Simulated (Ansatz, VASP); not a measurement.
**Two plane-wave programs on Re**

The input INCAR:

```
SYSTEM = Re
  PREC = Accurate
  ENCUT = 520
  EDIFF = 1E-7
  ISMEAR = 0
  SIGMA = 0.15
  LREAL = .FALSE.
  LASPH = .TRUE.
  NELM = 100
  ALGO = Normal
  ISIF = 2
  LWAVE = .FALSE.
  LCHARG = .TRUE.
  GGA = PE
  LELF = .TRUE.
  LVHAR = .TRUE.
  NBANDS = 10
```

The input KPOINTS:

```
Automatic mesh
0
G
  10 10 10
  0 0 0
```

The input POSCAR:

```
Re
1.0
    0.0000000000      1.9547445230      2.0579550338
    1.9547445230      0.0000000000      2.0579550338
    1.9547445230      1.9547445230      0.0000000000
Re
1
Direct
    0.0000000000      0.0000000000      0.0000000000
```

Input for Ansatz:

```yaml
crystal:
  lattice:
    - [0.0, 1.954744523, 2.0579550338]
    - [1.954744523, 0.0, 2.0579550338]
    - [1.954744523, 1.954744523, 0.0]
  atoms:
    - { symbol: Re, position: [0.0, 0.0, 0.0] }
basis:
  ecutwfc: 420
kpoints:
  mp_grid: { grid: [10, 10, 10] }
hamiltonian:
  xc: pbe
scf:
  occupations: { method: gaussian, width: 0.15 }
output:
  forces: true
  stress: true
  eigenvalues: true
```

Alike in both runs: task single point; functional PBE; k mesh 10 × 10 × 10; occupations gaussian, width 0.15 eV; no spin polarisation.

|  | VASP | Ansatz |
| --- | --- | --- |
| version | VASP 6.6.1 | Ansatz 0.2.0 |
| potentials or method | VASP PAW PBE potentials, release 64 (Re), cutoff 520 eV | scalar-relativistic, plane waves, PAW |
| valence electrons in the cell | 7 | 15 |

|  | VASP | Ansatz | Ansatz less VASP |
| --- | --- | --- | --- |
| gap on the k mesh at the Fermi level (eV) | none | none | - |
| pressure (GPa) | -16.0 | -15.3 | +0.72 |
| traceless stress, the component that is largest in VASP (GPa) | -9.21 | -9.31 | -0.100 |

A gap of «none» marks a metal or a gap that the smearing closes. With one functional, cell and mesh, what is left measures potentials, basis and numerics. VASP's potentials hold 7 valence electrons a cell and Ansatz's 15, so a difference there can come from the potentials and not from the codes.

Spin-orbit coupling is off throughout.
